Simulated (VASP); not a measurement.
# K3I2 in VASP: relaxation of the atoms with PBEsol

Aim: the relaxation of the atoms of K3I2 with PBEsol.

Program: VASP 6.6.1. These are calculated values, not measurements. Logs are shortened: lines on timing, memory, paths and dates and some standing lists are left out, and cuts for length are marked.

## Step 1: The cell of the first run

The cell holds a slab with vacuum, 5 atoms: a = 4.954 Å, b = 4.954 Å, c = 23.090 Å, α = 90.00°, β = 90.00°, γ = 120.00°.

## Step 2: Relaxation of the atoms, PBEsol

Contents of INCAR:

```
ALGO = Normal
DIPOL = 0.5 0.5 0.500
EDIFF = 1E-6
EDIFFG = -0.02
ENCUT = 520
GGA = PS
IBRION = 2
IDIPOL = 3
ISIF = 2
ISMEAR = 0
LASPH = T
LCHARG = F
LDIPOL = T
LREAL = F
LWAVE = F
NELM = 100
NSW = 80
PREC = Accurate
SIGMA = 0.05
```

Contents of KPOINTS:

```
k-points
0
Gamma
  6 6 1
```

Contents of POSCAR:

```
K3I2
1.0
    4.9539756767      0.0000000000      0.0000000000
   -2.4769878383      4.2902687857      0.0000000000
    0.0000000000      0.0000000000     23.0898084040
K I
3 2
Direct
    0.6666666667      0.3333333333      0.3248186329
    0.3333333333      0.6666666667      0.5000000000
    0.0000000000      0.0000000000      0.6751813671
    0.0000000000      0.0000000000      0.4124093165
    0.6666666667      0.3333333333      0.5875906835
```

Potentials or basis: VASP PAW PBE potentials, release 64 (K_sv, I).

Launch:

```console
cat potpaw_PBE.64/K_sv/POTCAR potpaw_PBE.64/I/POTCAR > POTCAR
mpirun -np 1 vasp_std > vasp.out
```

OUTCAR:

```text
EDIFF = 1E-6
   EDIFFG = -0.02
   ENCUT = 520
   GGA = PS
   IBRION = 2
   ISIF = 2
   ISMEAR = 0
   LASPH = T
   LREAL = F
   NELM = 100
   NSW = 80
   PREC = Accurate

 ion  position               nearest neighbor table
   1  0.667  0.333  0.325-   4 3.50   4 3.50   4 3.50
   2  0.333  0.667  0.500-   5 3.50   4 3.50   5 3.50   4 3.50   4 3.50   5 3.50
   3  0.000  0.000  0.675-   5 3.50   5 3.50   5 3.50
   4  0.000  0.000  0.412-   2 3.50   2 3.50   2 3.50   1 3.50   1 3.50   1 3.50
   5  0.667  0.333  0.588-   2 3.50   2 3.50   2 3.50   3 3.50   3 3.50   3 3.50

  LATTYP: Found a hexagonal cell.
 ALAT       =     4.9539756767
 C/A-ratio  =     4.6608643059

  Lattice vectors:

 A1 = (   4.9539756767,   0.0000000000,   0.0000000000)
 A2 = (  -2.4769878383,   4.2902687857,   0.0000000000)
 A3 = (   0.0000000000,   0.0000000000,  23.0898084040)

Analysis of symmetry for initial positions (statically):
=====================================================================
 Subroutine PRICEL returns:
 Original cell was already a primitive cell.

 Routine SETGRP: Setting up the symmetry group for a
 hexagonal supercell.

 Subroutine GETGRP returns: Found 12 space group operations
 (whereof  6 operations were pure point group operations)
 out of a pool of 24 trial point group operations.

The static configuration has the point symmetry C_3v.
 The point group associated with its full space group is D_3d.

Analysis of symmetry for dynamics (positions and initial velocities):
=====================================================================
 Subroutine PRICEL returns:
 Original cell was already a primitive cell.

 Routine SETGRP: Setting up the symmetry group for a
 hexagonal supercell.

 Subroutine GETGRP returns: Found 12 space group operations
 (whereof  6 operations were pure point group operations)
 out of a pool of 24 trial point group operations.

The dynamic configuration has the point symmetry C_3v.
 The point group associated with its full space group is D_3d.

 Subroutine INISYM returns: Found 12 space group operations
 (whereof  6 operations are pure point group operations),
 and found     1 'primitive' translations

----------------------------------------------------------------------------------------

                                     Primitive cell

  volume of cell :     490.7482

  direct lattice vectors                    reciprocal lattice vectors
     4.953975677  0.000000000  0.000000000     0.201858076  0.116542815  0.000000000
    -2.476987838  4.290268786  0.000000000     0.000000000  0.233085629  0.000000000
     0.000000000  0.000000000 23.089808404     0.000000000  0.000000000  0.043309151

  length of vectors
     4.953975677  4.953975677 23.089808404     0.233085629  0.233085629  0.043309151

  position of ions in fractional coordinates (direct lattice)
     0.666666667  0.333333333  0.324818633
     0.333333333  0.666666667  0.500000000
     0.000000000  0.000000000  0.675181367
     0.000000000  0.000000000  0.412409317
     0.666666667  0.333333333  0.587590683

  ion indices of the primitive-cell ions
   primitive index   ion index
                 1           1
                 2           2
                 3           3
                 4           4
                 5           5

----------------------------------------------------------------------------------------

 KPOINTS: k-points

Automatic generation of k-mesh.
 Grid dimensions read from file:
 generate k-points for:    6    6    1

 Generating k-lattice:

  Cartesian coordinates                     Fractional coordinates (reciprocal lattice)
     0.033643013  0.019423802  0.000000000     0.166666667  0.000000000  0.000000000
     0.000000000  0.038847605  0.000000000     0.000000000  0.166666667  0.000000000
     0.000000000  0.000000000  0.043309151     0.000000000  0.000000000  1.000000000

  Length of vectors
     0.038847605  0.038847605  0.043309151

  Shift w.r.t. Gamma in fractional coordinates (k-lattice)
     0.000000000  0.000000000  0.000000000

 Subroutine IBZKPT returns following result:
 ===========================================

 Found      7 irreducible k-points:

 Following reciprocal coordinates:
            Coordinates               Weight
  0.000000  0.000000  0.000000      1.000000
  0.166667  0.000000  0.000000      6.000000
  0.333333  0.000000  0.000000      6.000000
  0.500000  0.000000  0.000000      3.000000
  0.166667  0.166667  0.000000      6.000000
  0.333333  0.166667  0.000000     12.000000
  0.333333  0.333333  0.000000      2.000000
   k-points           NKPTS =      7   k-points in BZ     NKDIM =      7   number of bands    NBANDS=     24
   number of dos      NEDOS =    301   number of ions     NIONS =      5
   total plane-waves  NPLWV = 288000
   dimension x,y,z NGX =    40 NGY =   40 NGZ =  180
   dimension x,y,z NGXF=    80 NGYF=   80 NGZF=  360
   ions per type =               3   2
   NGX,Y,Z   is equivalent  to a cutoff of  13.42, 13.42, 12.96 a.u.
   NGXF,Y,Z  is equivalent  to a cutoff of  26.85, 26.85, 25.92 a.u.
 SYSTEM =  unknown system
   PREC   = accura    normal or accurate (medium, high low for compatibility)
   ISTART =      0    job   : 0-new  1-cont  2-samecut
   ICHARG =      2    charge: 1-file 2-atom 10-const
   ISPIN  =      1    spin polarized calculation?
   LNONCOLLINEAR =      F non collinear calculations
   LSORBIT =      F    spin-orbit coupling
   LASPH  =      T    aspherical Exc in radial PAW
   ENCUT  =  520.0 eV  38.22 Ry    6.18 a.u.   9.21  9.21 42.93*2*pi/ulx,y,z
   NELM   =    100;   NELMIN=  2; NELMDL= -5     # of ELM steps
   EDIFF  = 0.1E-05   stopping-criterion for ELM
   LREAL  =      F    real-space projection
   EDIFFG = -.2E-01   stopping-criterion for IOM
   NSW    =     80    number of steps for IOM
   IBRION =      2    ionic relax: 0-MD 1-quasi-New 2-CG
   NFREE  =      1    steps in history (QN), initial steepest desc. (CG)
   ISIF   =      2    stress and relaxation
   ISYM   =      2    0-nonsym 1-usesym 2-fastsym
   POTIM  = 0.5000    time-step for ionic-motion
   TEBEG  =    0.0;   TEEND  =   0.0 temperature during run
   PSTRESS=    0.0 pullay stress
   NELECT =      41.0000    total number of electrons
   NUPDOWN=      -1.0000    fix difference up-down
   EMIN   =  10.00;   EMAX   =-10.00  energy-range for DOS
   EFERMI =   0.00;   METHOD = LEGACY
   ISMEAR =     0;   SIGMA  =   0.05  broadening in eV -4-tet -1-fermi 0-gaus
   EFERMI_NEDOS =   21; number of points for ismear=-14 and -15
   IALGO  =     38    algorithm
   IMIX   =      4    mixing-type and parameters
     AMIX     =   0.40;   BMIX     =  1.00
     AMIX_MAG =   1.60;   BMIX_MAG =  1.00
  volume/ion in A,a.u.               =      98.15       662.35
  Fermi-wavevector in a.u.,A,eV,Ry     =   0.715676  1.352432  6.968800  0.512192
  Thomas-Fermi vector in A             =   1.803899
   LORBIT       =      0    0 simple, 1 ext, 2 COOP (PROOUT), +10 PAW based schemes
   GGA     = PS    functional components
   LHFCALC =     F    Hartree Fock is set to
   AEXX    =    0.0000 exact exchange contribution
   IVDW    =     0    specifies the selected vdW correction
   LEPSILON=     F    determine dielectric tensor
   LRPA    =     F    only Hartree local field effects (RPA)
 conjugate gradient relaxation of ions
 non-spin polarized calculation
 Gauss-broadening in eV      SIGMA  =   0.05
  energy-cutoff  :      520.00
  volume of cell :      490.75
 maximum number of plane-waves:     13238
 NGX is ok and might be reduce to    40
   NGX = 19   NGY = 19   NGZ = 85

--------------------------------------- Ionic step        1  -------------------------------------------

 number of electron      41.0000001 magnetization

 Free energy of the ion-electron system (eV)
  ---------------------------------------------------
  ext. energy  EPLUGINS =         0.00000000
  ---------------------------------------------------
  free energy    TOTEN  =       -12.09668684 eV

  energy without entropy =      -12.08819494  energy(sigma->0) =      -12.09244089

------------------------ aborting loop because EDIFF is reached ----------------------------------------

  FORCE on cell =-STRESS in cart. coord.  units (eV):
  Direction    XX          YY          ZZ          XY          YZ          ZX
  --------------------------------------------------------------------------------------
  -------------------------------------------------------------------------------------
  Total       -0.0079412     -0.0079412      0.4520566     -0.0000000      0.0000000     -0.0000000
  in kB       -0.0259260     -0.0259260      1.4758583     -0.0000000      0.0000000     -0.0000000
  external PRESSURE =       0.4746687 kB  Pullay stress =       0.0000000 kB
[... 137 lines left out ...]
  FREE ENERGIE OF THE ION-ELECTRON SYSTEM (eV)
  ---------------------------------------------------
  free  energy   TOTEN  =       -12.0994976783 eV

  energy  without entropy=      -12.0909905444  energy(sigma->0) =      -12.09524411

 dipolmoment           0.000000      0.000000      0.000000 electrons x Angstroem

--------------------------------------- Ionic step        5  -------------------------------------------

 number of electron      41.0000001 magnetization

------------------------ aborting loop because EDIFF is reached ----------------------------------------
[... 151 lines left out ...]
--------------------------------------- Ionic step        9  -------------------------------------------

 number of electron      41.0000000 magnetization

 dipolmoment           0.000000      0.000000     -0.000000 electrons x Angstroem

 Free energy of the ion-electron system (eV)
  ---------------------------------------------------
  ext. energy  EPLUGINS =         0.00000000
  ---------------------------------------------------
  free energy    TOTEN  =       -12.10239225 eV

  energy without entropy =      -12.09396748  energy(sigma->0) =      -12.09817986

 E-fermi :   0.0822     XC(G=0):  -4.1603

 val. band max:       -0.2669522176   @ k =   0.1667   0.0000   0.0000
 cond. band min:       0.0911102375   @ k =   0.1667   0.1667   0.0000
 fundamental gap:      0.3580624550
 Fermi energy:         0.0821686504

 k-point     1 :       0.0000    0.0000    0.0000
  band No.  band energies     occupation
      1     -32.4802      2.00000
      2     -32.4802      2.00000
      3     -32.0288      2.00000
      4     -16.0607      2.00000
      5     -16.0555      2.00000
      6     -16.0158      2.00000
[... 178 lines left out ...]
     23       1.7291      0.00000
     24       1.7291      0.00000

------------------------ aborting loop because EDIFF is reached ----------------------------------------

 vacuum level on the upper side and lower side of the slab       (xc-potential included)        -0.476        -0.467

  FORCE on cell =-STRESS in cart. coord.  units (eV):
  Direction    XX          YY          ZZ          XY          YZ          ZX
  --------------------------------------------------------------------------------------
  -------------------------------------------------------------------------------------
  Total       -0.3235259     -0.3235259     -0.0581642     -0.0000000      0.0000000      0.0000000
  in kB       -1.0562360     -1.0562360     -0.1898924     -0.0000000      0.0000000      0.0000000
  external PRESSURE =      -0.7674548 kB  Pullay stress =       0.0000000 kB
[... 20 lines left out ...]
  FREE ENERGIE OF THE ION-ELECTRON SYSTEM (eV)
  ---------------------------------------------------
  free  energy   TOTEN  =       -12.1023922513 eV

  energy  without entropy=      -12.0939674770  energy(sigma->0) =      -12.09817986

 reached required accuracy - stopping structural energy minimisation

 vacuum level on the upper side and lower side of the slab         2.191         2.198
```

Wall time 7 min (1 thread of AMD EPYC 7R13 (Zen 3), shared host); peak memory 0.65 GiB.

Results:

```
Free energy                  : -12.1024 eV
Energy gained by relaxing    : 1.1 meV/atom
Ionic steps                  : 9
Largest force after relaxing : 0.005 eV/Å
Band gap on the k mesh       : zero (an odd number of electrons rules out a gap without spin polarisation)
```

Forces in eV/Å, atoms in the order of the input:
```
K    0.000  0.000  0.003
K    0.000  0.000  0.000
K    0.000  0.000 -0.003
I    0.000  0.000  0.005
I    0.000  0.000 -0.005
```

The path:
| step | energy change (eV) | largest force (eV/Å) | pressure (GPa) |
| --- | --- | --- | --- |
| 1 | 0.0000 | 0.0658 | 0.05 |
| 2 | -0.0004 | 0.0623 | 0.04 |
| 3 | -0.0015 | 0.0494 | 0.03 |
| 4 | -0.0028 | 0.0263 | 0.01 |
| 5 | -0.0019 | 0.0770 | -0.04 |
| 6 | -0.0030 | 0.0423 | -0.01 |
| 7 | -0.0036 | 0.0373 | -0.02 |
| 8 | -0.0050 | 0.0229 | -0.04 |
| 9 | -0.0057 | 0.0050 | -0.08 |

Final structure:
```
K I
1.0
     4.95398    0.00000    0.00000
    -2.47699    4.29027    0.00000
     0.00000    0.00000   23.08981
K I
3 2
Cartesian
  2.4770 1.4301 7.3913
  0.0000 2.8602 11.5449
  -2.4770 4.2903 15.6985
  -2.4770 4.2903 9.4724
  2.4770 1.4301 13.6174
```

Levels at points of the mesh, in eV from the Fermi level:
```
           k point  band 16  band 17  band 18  band 19  band 20  band 21  band 22  band 23  band 24
(0.00, 0.00, 0.00)    -4.38    -4.08    -4.08    -3.92    -3.92    -0.83    -0.54     0.78     1.31
(0.50, 0.00, 0.00)    -4.87    -4.42    -4.37    -4.20    -4.20     0.81     0.89     1.23     1.34
```

Caveat: the PAW data sets were made with another functional, which shifts forces and pressure a little; spin-orbit coupling is left out, which moves the levels of the heavy elements; an odd number of electrons without spin polarisation forces a metal; a magnetic or distorted state may lie lower.

The gap in the log of VASP goes by the Fermi energy; the results here count the filled bands.